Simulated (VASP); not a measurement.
# ZnS (P6_3mc) in VASP: notebook, part 2 of 2

VASP 6.6.1. The steps go on from the part before.

### Step 5. Single point, PBE (strain +0.040 along x and y, -0.080 along z)

File INCAR:

```
PREC = Accurate ; ENCUT = 520
EDIFF = 1E-7 ; ISMEAR = 0
SIGMA = 0.05 ; LREAL = F
LASPH = T ; NELM = 100
ALGO = Normal ; ISIF = 2
LWAVE = F ; LCHARG = F
GGA = PE ; NBANDS = 26
```

File KPOINTS:

```
regular mesh
0
Gamma
  12 12 6
```

File POSCAR:

```
ZnS
1.0
    3.9634387328      0.0000000000      0.0000000000
   -1.9817193664      3.4324386290      0.0000000000
    0.0000000000      0.0000000000      5.7352800000
Zn S
2 2
Direct
    0.3333333333      0.6666666667      0.0000000000
    0.6666666667      0.3333333333      0.5000000000
    0.3333333333      0.6666666667      0.3850000000
    0.6666666667      0.3333333333      0.8850000000
```

Started as:

```
$ cat potpaw_PBE.64/Zn/POTCAR potpaw_PBE.64/S/POTCAR > POTCAR
$ mpirun -np 1 vasp_std > vasp.out
```

It took 3.6 min on 1 thread of Intel Xeon 8259CL, shared host; peak memory 0.27 GiB.

Results (log left out):

```yaml
Free_energy: -13.3731 eV
Pressure: 3.9 GPa
Largest_force: 0.755 eV/Å
Band_gap_on_the_k_mesh: 2.03 eV
```

Forces in eV/Å, atoms in the order of the input:
```
Zn   0.000  0.000 -0.755
Zn   0.000  0.000 -0.755
S    0.000  0.000  0.755
S    0.000  0.000  0.755
```

Stress tensor (GPa, compression positive):
```
-1.69  0.00  0.00
 0.00 -1.69  0.00
 0.00  0.00 15.18
```

Levels at points of the mesh, in eV from the valence-band top:
```tsv
k point	band 14	band 15	band 16	band 17	band 18	band 19	band 20	band 21	band 22	band 23
(0.00, 0.00, 0.00)	-1.46	-1.46	-0.22	-0.22	0.00	2.03	2.12	5.70	5.70	7.45
(0.50, 0.00, 0.00)	-3.96	-3.39	-2.75	-1.77	-0.92	2.96	4.29	5.61	6.67	8.07
(0.00, 0.00, 0.50)	-2.61	-0.86	-0.86	-0.86	-0.86	3.07	3.07	6.14	6.14	6.14
(0.50, 0.00, 0.50)	-4.96	-1.91	-1.91	-1.29	-1.29	3.60	3.60	5.48	5.48	8.77
```

Caveat: the cell differs from its parent crystal (strain +0.040 along x and y, -0.080 along z); the cell stands under pressure. A k mesh can miss the band edges.

### Step 6. Single point, PBE (strain +0.000 along x and y, +0.040 along z)

File INCAR:

```
PREC     = Accurate       # precision mode
ENCUT    = 520            # plane-wave cutoff, eV
EDIFF    = 1E-6           # SCF threshold, eV
ISMEAR   = 0              # smearing method
SIGMA    = 0.05           # smearing width, eV
LREAL    = F              # projectors in reciprocal space
LASPH    = T              # aspherical terms in the spheres
NELM     = 60             # most SCF steps
ALGO     = Normal         # electronic algorithm
ISIF     = 2              # what is computed and relaxed
LWAVE    = F              # write WAVECAR
LCHARG   = T              # write CHGCAR
GGA      = PE             # functional
LELF     = T              # ELF
LVHAR    = T            
NBANDS   = 26             # bands
```

KPOINTS is that of step 5.

File POSCAR:

```
ZnS
1.0
    3.8109987816      0.0000000000      0.0000000000
   -1.9054993908      3.3004217586      0.0000000000
    0.0000000000      0.0000000000      6.4833600000
Zn S
2 2
Direct
    0.3333333333      0.6666666667      0.0000000000
    0.6666666667      0.3333333333      0.5000000000
    0.3333333333      0.6666666667      0.3850000000
    0.6666666667      0.3333333333      0.8850000000
```

Potentials or basis: VASP PAW PBE potentials, release 64 (Zn, S).

Started as:

```
$ cat potpaw_PBE.64/Zn/POTCAR potpaw_PBE.64/S/POTCAR > POTCAR
$ mpirun -np 1 vasp_std > vasp.out
```

It took 3.1 min on 1 thread of Intel Xeon 8259CL, shared host; peak memory 0.27 GiB.

Results (log left out):

* Free energy: -13.6264 eV
* Pressure: 0.1 GPa
* Largest force: 0.396 eV/Å
* Band gap on the k mesh: 2.02 eV

Forces in eV/Å, atoms in the order of the input:
```
Zn   0.000  0.000  0.396
Zn   0.000  0.000  0.396
S    0.000  0.000 -0.396
S    0.000  0.000 -0.396
```

Stress tensor (GPa, compression positive):
```
 1.97  0.00  0.00
 0.00  1.97  0.00
 0.00  0.00 -3.69
```

Levels at points of the mesh, in eV from the valence-band top:
| k point | band 15 | band 16 | band 17 | band 18 | band 19 | band 20 | band 21 | band 22 |
| --- | --- | --- | --- | --- | --- | --- | --- | --- |
| (0.00, 0.00, 0.00) | -0.69 | -0.13 | 0.00 | 0.00 | 2.02 | 3.17 | 6.25 | 6.46 |
| (0.50, 0.00, 0.00) | -2.96 | -2.03 | -1.46 | -0.99 | 3.77 | 4.04 | 5.04 | 6.86 |
| (0.00, 0.00, 0.50) | -0.36 | -0.36 | -0.36 | -0.36 | 3.50 | 3.50 | 6.53 | 6.53 |
| (0.50, 0.00, 0.50) | -1.56 | -1.56 | -1.54 | -1.54 | 3.51 | 3.51 | 5.08 | 5.08 |

Caveat: the cell differs from its parent crystal (strain +0.000 along x and y, +0.040 along z). A k mesh can miss the band edges.

### Step 7. Single point, PBE (strain +0.040 along x and y, -0.040 along z)

File INCAR:

```
SYSTEM = ZnS
PREC = Accurate
ENCUT = 520
EDIFF = 1E-6
ISMEAR = 0
SIGMA = 0.05
LREAL = .FALSE.
LASPH = .TRUE.
NELM = 60
ALGO = Normal
ISIF = 2
LWAVE = .FALSE.
LCHARG = .TRUE.
GGA = PE
LELF = .TRUE.
LVHAR = .TRUE.
NBANDS = 26
```

File KPOINTS:

```
regular mesh
0
G
  12 12 6
  0 0 0
```

File POSCAR:

```
ZnS
1.0
    3.9634387328      0.0000000000      0.0000000000
   -1.9817193664      3.4324386290      0.0000000000
    0.0000000000      0.0000000000      5.9846400000
Zn S
2 2
Direct
    0.3333333333      0.6666666667      0.0000000000
    0.6666666667      0.3333333333      0.5000000000
    0.3333333333      0.6666666667      0.3850000000
    0.6666666667      0.3333333333      0.8850000000
```

Started as:

```
$ cat potpaw_PBE.64/Zn/POTCAR potpaw_PBE.64/S/POTCAR > POTCAR
$ mpirun -np 1 vasp_std > vasp.out
```

It took 2.8 min on 1 thread of Intel Xeon 8259CL, shared host; peak memory 0.28 GiB.

Results (log left out):

- Free energy: -13.5858 eV
- Pressure: -0.1 GPa
- Largest force: 0.181 eV/Å
- Band gap on the k mesh: 1.96 eV

Forces in eV/Å, atoms in the order of the input:
```
Zn   0.000  0.000 -0.181
Zn   0.000  0.000 -0.181
S    0.000  0.000  0.181
S    0.000  0.000  0.181
```

Stress tensor (GPa, compression positive):
```
-2.91  0.00  0.00
 0.00 -2.91  0.00
 0.00  0.00  5.51
```

Levels at points of the mesh, in eV from the valence-band top:
```tsv
k point	band 16	band 17	band 18	band 19	band 20	band 21
(0.00, 0.00, 0.00)	-0.18	-0.18	0.00	1.96	2.28	5.90
(0.50, 0.00, 0.00)	-2.45	-1.61	-0.93	3.20	4.15	5.46
(0.00, 0.00, 0.50)	-0.72	-0.72	-0.72	3.07	3.07	6.34
(0.50, 0.00, 0.50)	-1.75	-1.34	-1.34	3.57	3.57	5.29
```

Caveat: the cell differs from its parent crystal (strain +0.040 along x and y, -0.040 along z).

### Step 8. Summary

```tsv
cell	gap on the mesh (eV)	pressure (GPa)	largest force (eV/Å)
a = 3.659, b = 3.659, c = 6.483 Å, angles 90.0, 90.0, 120.0°, 4 atoms	2.20	7.8	0.79
a = 3.811, b = 3.811, c = 5.985 Å, angles 90.0, 90.0, 120.0°, 4 atoms	2.38	5.9	0.05
a = 3.659, b = 3.659, c = 6.733 Å, angles 90.0, 90.0, 120.0°, 4 atoms	1.90	5.5	0.71
a = 3.963, b = 3.963, c = 5.735 Å, angles 90.0, 90.0, 120.0°, 4 atoms	2.03	3.9	0.76
a = 3.811, b = 3.811, c = 6.483 Å, angles 90.0, 90.0, 120.0°, 4 atoms	2.02	0.1	0.40
a = 3.963, b = 3.963, c = 5.985 Å, angles 90.0, 90.0, 120.0°, 4 atoms	1.96	-0.1	0.18
```

Alike in all rows: task single point; level PBE; potentials or basis VASP PAW PBE potentials, release 64 (Zn, S); no spin polarisation; k mesh 12 × 12 × 6; cutoff (eV) 520; smearing gaussian 0.05 eV.

Caveats: the cell stands under pressure (at least some runs).

Total energies depend on the potentials used, so only differences within one code and one set of settings carry meaning.
